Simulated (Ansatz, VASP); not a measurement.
One calculation of Hf2Br3, two programs

```
CELL_PARAMETERS angstrom
3.45836 1.99668 6.29473
-3.45836 1.99668 6.29473
0.00000 -3.99337 6.29473
ATOMIC_POSITIONS crystal
Hf 0.85218 0.85218 0.85218
Hf 0.64782 0.64782 0.64782
Hf 0.14782 0.14782 0.14782
Hf 0.35218 0.35218 0.35218
Br 0.05625 0.44375 0.75000
Br 0.75000 0.05625 0.44375
Br 0.44375 0.75000 0.05625
Br 0.94375 0.55625 0.25000
Br 0.25000 0.94375 0.55625
Br 0.55625 0.25000 0.94375
```

Alike in both runs: task relaxation of cell and atoms; functional PBE; k mesh 3 × 3 × 3; occupations gaussian, width 0.1 eV; no spin polarisation.

```csv
,VASP,Ansatz
version,VASP 6.6.1,Ansatz 0.2.0
potentials or method,"VASP PAW PBE potentials, release 64 (Hf_pv, Br), cutoff 600 eV","scalar-relativistic, plane waves, PAW"
valence electrons in the cell,82,146
```

|  | VASP | Ansatz | Ansatz less VASP |
| --- | --- | --- | --- |
| gap on the k mesh at the Fermi level, each at its own relaxed structure (eV) | none | none | - |
| relaxed volume (Å³/atom) | 23.28 | 23.40 | +0.113 |
| relaxed length of the cell vector where the two differ most in proportion (Å) | 8.338 | 8.362 | +0.0235 |

A gap of «none» marks a metal or a gap that the smearing closes. VASP's potentials hold 82 valence electrons a cell and Ansatz's 146, so a difference there can come from the potentials and not from the codes.

The k mesh is coarse, so the values compare programs but aren't converged. Neither program's run includes spin-orbit coupling.
